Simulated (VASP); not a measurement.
# BaTe in VASP: notebook, part 2 of 2

VASP 6.6.1. Earlier steps stand in the parts before.

## (3) Single point, PBEsol (equal xy, yz and zx shear strains of -2 %)

Contents of INCAR:

```
ALGO = Normal ; EDIFF = 1E-6
ENCUT = 520 ; GGA = PS
ISIF = 2 ; ISMEAR = -1
LASPH = T ; LCHARG = F
LREAL = F ; LWAVE = F
NBANDS = 15 ; NELM = 100
PREC = Accurate ; SIGMA = 0.05
```

Contents of KPOINTS:

```
k-points
0
Gamma
  10 10 10
```

Contents of POSCAR:

```
BaTe
1.0
   -0.0682000000      3.3759000000      3.3759000000
    3.3759000000     -0.0682000000      3.3759000000
    3.3759000000      3.3759000000     -0.0682000000
Ba Te
1 1
Direct
    0.0000000000      0.0000000000      0.0000000000
    0.5000000000      0.5000000000      0.5000000000
```

Potentials or basis: VASP PAW PBE potentials, release 64 (Ba_sv, Te).

Started as:

```bash
> cat potpaw_PBE.64/Ba_sv/POTCAR potpaw_PBE.64/Te/POTCAR > POTCAR
> mpirun -np 1 vasp_std > vasp.out
```

OUTCAR:

```text
EDIFF = 1E-6
   ENCUT = 520
   GGA = PS
   ISIF = 2
   ISMEAR = -1
   LASPH = T
   LREAL = F
   NELM = 100
   PREC = Accurate

 ion  position               nearest neighbor table
   1  0.000  0.000  0.000-   2 3.41   2 3.41   2 3.41   2 3.41   2 3.41   2 3.41
   2  0.500  0.500  0.500-   1 3.41   1 3.41   1 3.41   1 3.41   1 3.41   1 3.41

  LATTYP: Found a trigonal (rhomboedric) cell.
 ALAT       =     4.7747306584
 COS(alpha) =     0.4797000918
[... 618 lines left out ...]

 [... further k-points ...]

------------------------ aborting loop because EDIFF is reached ----------------------------------------

  FORCE on cell =-STRESS in cart. coord.  units (eV):
  Direction    XX          YY          ZZ          XY          YZ          ZX
  --------------------------------------------------------------------------------------
  -------------------------------------------------------------------------------------
  Total        1.1697906      1.1697906      1.1697906      0.0937986      0.0937986      0.0937986
  in kB       23.6405053     23.6405053     23.6405053      1.8955917      1.8955917      1.8955917
  external PRESSURE =      23.6405053 kB  Pullay stress =       0.0000000 kB

 VOLUME and BASIS-vectors are now :
 -----------------------------------------------------------------------------
  energy-cutoff  :      520.00
  volume of cell :       79.28
      direct lattice vectors                 reciprocal lattice vectors
    -0.068200000  3.375900000  3.375900000    -0.143694422  0.146657194  0.146657194
     3.375900000 -0.068200000  3.375900000     0.146657194 -0.143694422  0.146657194
     3.375900000  3.375900000 -0.068200000     0.146657194  0.146657194 -0.143694422

 POSITION                                       TOTAL-FORCE (eV/Angst)
 -----------------------------------------------------------------------------------
      0.00000      0.00000      0.00000         0.000000     -0.000000      0.000000
      3.34180      3.34180      3.34180         0.000000      0.000000     -0.000000
 -----------------------------------------------------------------------------------
    total drift:                                0.000000      0.000000      0.000000

  FREE ENERGIE OF THE ION-ELECTRON SYSTEM (eV)
  ---------------------------------------------------
  free  energy   TOTEN  =        -9.1517383893 eV

  energy  without entropy=       -9.1517383247  energy(sigma->0) =       -9.15173836
```

OSZICAR:

```text
N       E                     dE             d eps       ncg     rms          rms(c)
DAV:   1     0.828457253934E+02    0.82846E+02   -0.63251E+03  3480   0.899E+02
DAV:   2    -0.415412014128E+01   -0.87000E+02   -0.79563E+02  4770   0.157E+02
DAV:   3    -0.914544136482E+01   -0.49913E+01   -0.49565E+01  4702   0.401E+01
DAV:   4    -0.925911250997E+01   -0.11367E+00   -0.11363E+00  4624   0.614E+00
DAV:   5    -0.926143174238E+01   -0.23192E-02   -0.23192E-02  4879   0.745E-01    0.410E+00
DAV:   6    -0.916007516737E+01    0.10136E+00   -0.97961E-02  4208   0.163E+00    0.267E+00
DAV:   7    -0.915031678358E+01    0.97584E-02   -0.80957E-02  4369   0.155E+00    0.734E-01
DAV:   8    -0.915148378811E+01   -0.11670E-02   -0.98248E-03  3844   0.576E-01    0.185E-01
DAV:   9    -0.915168553234E+01   -0.20174E-03   -0.48333E-04  4649   0.151E-01    0.481E-02
DAV:  10    -0.915173015670E+01   -0.44624E-04   -0.80295E-05  4320   0.591E-02    0.150E-02
DAV:  11    -0.915174038921E+01   -0.10233E-04   -0.28354E-05  4453   0.300E-02    0.170E-02
DAV:  12    -0.915173816533E+01    0.22239E-05   -0.74645E-06  4208   0.148E-02    0.779E-03
DAV:  13    -0.915173838925E+01   -0.22393E-06   -0.36425E-07  2860   0.404E-03
   1 F= -.91517384E+01 E0= -.91517384E+01  d E =-.645934E-07
```

Run time: 4.9 min. Hardware: 1 thread of Oxide Virtual Turin-like, shared host; peak memory 0.28 GiB.

Results:

| Item | Value |
| --- | --- |
| Free energy | -9.1517 eV |
| Pressure | 2.4 GPa |
| Band gap on the k mesh | 1.17 eV (least direct gap 1.58 eV) |

Stress tensor (GPa, compression positive):
```
2.36 0.19 0.19
0.19 2.36 0.19
0.19 0.19 2.36
```

Levels at points of the mesh, in eV from the valence-band top:
```tsv
k point	band 6	band 7	band 8	band 9	band 10	band 11
(0.00, 0.00, 0.00)	-0.10	-0.10	0.00	2.65	2.65	2.82
(0.50, 0.00, 0.00)	-2.58	-1.41	-1.29	4.12	4.69	4.79
(0.50, 0.50, 0.00)	-1.24	-0.49	-0.41	1.17	4.46	4.80
(0.50, 0.50, 0.50)	-2.57	-1.47	-1.47	4.08	4.87	5.02
```

Caveat: the cell differs from its parent crystal (equal xy, yz and zx shear strains of -2 %); the PAW data sets were made with another functional, which shifts forces and pressure a little; spin-orbit coupling is left out, which moves the levels of the heavy elements. A k mesh can miss the band edges.

## (4) Single point, PBEsol (equal xy, yz and zx shear strains of -1 %)

Contents of INCAR:

```
PREC = Accurate
ENCUT = 520
EDIFF = 1E-6
ISMEAR = -1
SIGMA = 0.05
LREAL = False
LASPH = True
NELM = 60
ALGO = Normal
ISIF = 2
LWAVE = False
LCHARG = False
GGA = PS
NBANDS = 15
```

Contents of KPOINTS:

```
regular mesh
0
Gamma
  10 10 10
```

Contents of POSCAR:

```
BaTe
1.0
   -0.0341000000      3.3929500000      3.3929500000
    3.3929500000     -0.0341000000      3.3929500000
    3.3929500000      3.3929500000     -0.0341000000
Ba Te
1 1
Direct
    0.0000000000      0.0000000000      0.0000000000
    0.5000000000      0.5000000000      0.5000000000
```

Started as:

```bash
> cat potpaw_PBE.64/Ba_sv/POTCAR potpaw_PBE.64/Te/POTCAR > POTCAR
> mpirun -np 1 vasp_std > vasp.out
```

Wall time 3.9 min (1 thread of Oxide Virtual Turin-like, shared host); peak memory 0.27 GiB.

The run converged. Its results:

- Free energy: -9.1542 eV
- Pressure: 2.4 GPa
- Band gap on the k mesh: 1.20 eV (least direct gap 1.60 eV)

Stress tensor (GPa, compression positive):
```
2.37 0.10 0.10
0.10 2.37 0.10
0.10 0.10 2.37
```

Levels at points of the mesh, in eV from the valence-band top:
```csv
k point,band 5,band 6,band 7,band 8,band 9,band 10,band 11,band 12
"(0.00, 0.00, 0.00)",-9.80,-0.05,-0.05,0.00,2.73,2.73,2.83,3.05
"(0.50, 0.00, 0.00)",-8.79,-2.55,-1.36,-1.30,4.15,4.80,4.90,5.06
"(0.50, 0.50, 0.00)",-9.57,-1.20,-0.44,-0.40,1.20,4.50,4.85,5.88
"(0.50, 0.50, 0.50)",-8.79,-2.54,-1.39,-1.39,4.13,4.88,5.01,5.01
```

Caveat: the cell differs from its parent crystal (equal xy, yz and zx shear strains of -1 %); the PAW data sets were made with another functional, which shifts forces and pressure a little; spin-orbit coupling is left out, which moves the levels of the heavy elements.

## (5) Single point, PBEsol (equal xy, yz and zx shear strains of +1 %)

INCAR: that of step 4 with these lines changed.

```diff
@@ -11,4 +11,6 @@
 LWAVE = False
-LCHARG = False
+LCHARG = True
 GGA = PS
+LELF = True
+LVHAR = True
 NBANDS = 15
```

Contents of KPOINTS:

```
Automatic mesh
0
Gamma
  10 10 10
```

Contents of POSCAR:

```
BaTe
1.0
    0.0341000000      3.4270500000      3.4270500000
    3.4270500000      0.0341000000      3.4270500000
    3.4270500000      3.4270500000      0.0341000000
Ba Te
1 1
Direct
    0.0000000000      0.0000000000      0.0000000000
    0.5000000000      0.5000000000      0.5000000000
```

Started as:

```bash
> cat potpaw_PBE.64/Ba_sv/POTCAR potpaw_PBE.64/Te/POTCAR > POTCAR
> mpirun -np 1 vasp_std > vasp.out
```

It took 3.6 min on 1 thread of Oxide Virtual Turin-like, shared host; peak memory 0.27 GiB.

The run converged. Its results:

| Quantity | Value |
| --- | --- |
| Free energy | -9.1541 eV |
| Pressure | 2.4 GPa |
| Band gap on the k mesh | 1.22 eV (least direct gap 1.60 eV) |

Stress tensor (GPa, compression positive):
```
 2.37 -0.10 -0.10
-0.10  2.37 -0.10
-0.10 -0.10  2.37
```

Levels at points of the mesh, in eV from the valence-band top:
```
           k point  band 4  band 5  band 6  band 7  band 8  band 9  band 10  band 11  band 12  band 13
(0.00, 0.00, 0.00)  -11.97   -9.78   -0.05    0.00    0.00    2.70     2.82     2.82     3.06     3.52
(0.50, 0.00, 0.00)  -11.99   -8.77   -2.53   -1.38   -1.32    4.16     4.81     5.01     5.06     6.99
(0.50, 0.50, 0.00)  -12.09   -9.55   -1.19   -0.42   -0.38    1.22     4.52     4.86     5.90     5.96
(0.50, 0.50, 0.50)  -11.98   -8.77   -2.53   -1.29   -1.29    4.18     4.83     4.95     4.95     7.08
```

Caveat: the cell differs from its parent crystal (equal xy, yz and zx shear strains of +1 %); the PAW data sets were made with another functional, which shifts forces and pressure a little; spin-orbit coupling is left out, which moves the levels of the heavy elements. A k mesh can miss the band edges.

## (6) Summary

| cell | gap on the mesh (eV) | pressure (GPa) |
| --- | --- | --- |
| a = 4.871, b = 4.871, c = 4.822 Å, angles 60.3, 60.3, 59.3°, 2 atoms | 1.27 | 1.6 |
| a = 4.775 Å, angles 61.3°, 2 atoms | 1.17 | 2.4 |
| a = 4.798 Å, angles 60.7°, 2 atoms | 1.20 | 2.4 |
| a = 4.847 Å, angles 59.3°, 2 atoms | 1.22 | 2.4 |

Alike in all rows: task single point; level PBEsol; potentials or basis VASP PAW PBE potentials, release 64 (Ba_sv, Te); no spin polarisation; k mesh 10 × 10 × 10; cutoff (eV) 520; smearing fermi-dirac 0.05 eV.

Caveats: the PAW data sets were made with another functional, which shifts forces and pressure a little; spin-orbit coupling is left out, which moves the levels of the heavy elements.

Total energies depend on the potentials used, so only differences within one code and one set of settings carry meaning.
